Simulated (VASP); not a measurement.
Write the native input for VASP 6.6.1 that does the following.

| Quantity | Value |
| --- | --- |
| Task | single point |
| Functional | PBE |
| Potentials or basis | VASP PAW PBE potentials, release 64 (Ti_sv, C) |
| Cutoff | 520 eV |
| k mesh | 16 × 16 × 16 |
| Occupations | fermi-dirac, width 0.05 eV |
| Spin | no spin polarisation |
| Dipole correction | no |
| Further INCAR settings | ALGO = Normal; EDIFF = 1e-06; NBANDS = 15 |

The structure of TiC (CsCl type) lies in POSCAR:

```
TiC
1.0
    2.2868763790      0.0000000000      0.0000000000
    0.0000000000      2.2868763790      0.0000000000
    0.0000000000      0.0000000000      2.2868763790
Ti C
1 1
Direct
    0.0000000000      0.0000000000      0.0000000000
    0.5000000000      0.5000000000      0.5000000000
```

These files were run (other wordings do the same):

INCAR

```
SYSTEM = TiC
PREC     = Accurate       ! precision mode
ENCUT    = 520            ! plane-wave cutoff, eV
EDIFF    = 1E-6           ! SCF threshold, eV
ISMEAR   = -1             ! smearing method
SIGMA    = 0.05           ! smearing width, eV
LREAL    = .FALSE.        ! projectors in reciprocal space
LASPH    = .TRUE.         ! aspherical terms in the spheres
NELM     = 80             ! most SCF steps
ALGO     = Normal         ! electronic algorithm
ISIF     = 2              ! what is computed and relaxed
LWAVE    = .FALSE.        ! write WAVECAR
LCHARG   = .FALSE.        ! write CHGCAR
GGA      = PE             ! functional
NBANDS   = 15             ! bands
```

KPOINTS

```
Automatic mesh
0
G
  16 16 16
  0 0 0
```

Potentials or basis: VASP PAW PBE potentials, release 64 (Ti_sv, C).

Run with:

```console
$ cat potpaw_PBE.64/Ti_sv/POTCAR potpaw_PBE.64/C/POTCAR > POTCAR
$ mpirun -np 1 vasp_std > vasp.out
```

It gave:

```json
{"Pressure": "299.4 GPa", "Band gap on the k mesh": "zero (bands 8 and 9 overlap by 4.45 eV)"}
```

Caveat: the cell stands under pressure.

It took 38 s on 1 thread of Intel(R) Xeon(R) Platinum 8175M CPU @ 2.50GHz (Skylake/Cascade Lake), with other jobs on the host, peak memory 0.14 GiB.
